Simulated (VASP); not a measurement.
Set up this calculation in VASP 6.6.1, as the native input.

```yaml
Task: single point
Functional: PBEsol
Potentials_or_basis: VASP PAW PBE potentials, release 64 (Be)
Cutoff: 520 eV
k_mesh: 19 × 19 × 19
Occupations: fermi-dirac, width 0.08 eV
Spin: no spin polarisation
Dipole_correction: no
Further_INCAR_settings: ALGO = Normal; EDIFF = 1e-06; NBANDS = 7
```

The structure of Be lies in POSCAR:

```
Be
1.0
    2.0703066469      0.0000000000      0.0000000000
    0.0000000000      2.0703066469      0.0000000000
    0.0000000000      0.0000000000      2.0703066469
Be
1
Direct
    0.0000000000      0.0000000000      0.0000000000
```

This isn't the form of Be at room conditions, which is hcp.

One way to write it, as run:

INCAR

```
PREC     = Accurate       # precision mode
ENCUT    = 520            # plane-wave cutoff, eV
EDIFF    = 1E-6           # SCF threshold, eV
ISMEAR   = -1             # smearing method
SIGMA    = 0.08           # smearing width, eV
LREAL    = False          # projectors in reciprocal space
LASPH    = True           # aspherical terms in the spheres
NELM     = 100            # most SCF steps
ALGO     = Normal         # electronic algorithm
ISIF     = 2              # what is computed and relaxed
LWAVE    = False          # write WAVECAR
LCHARG   = False          # write CHGCAR
GGA      = PS             # functional
NBANDS   = 7              # bands
```

KPOINTS

```
regular mesh
0
Gamma
  19 19 19
```

Potentials or basis: VASP PAW PBE potentials, release 64 (Be).

Run with:

```bash
$ cat potpaw_PBE.64/Be/POTCAR > POTCAR
$ mpirun -np 1 vasp_std > vasp.out
```

It gave:

| Item | Value |
| --- | --- |
| Pressure | 13.3 GPa |
| Band gap on the k mesh | zero (bands 1 and 2 overlap by 7.00 eV) |

Caveat: the cell stands under pressure; the PAW data sets were made with another functional, which shifts forces and pressure a little.

Wall time 5.2 s on 1 thread of Intel Xeon 8259CL (shared host), peak memory 0.12 GiB.
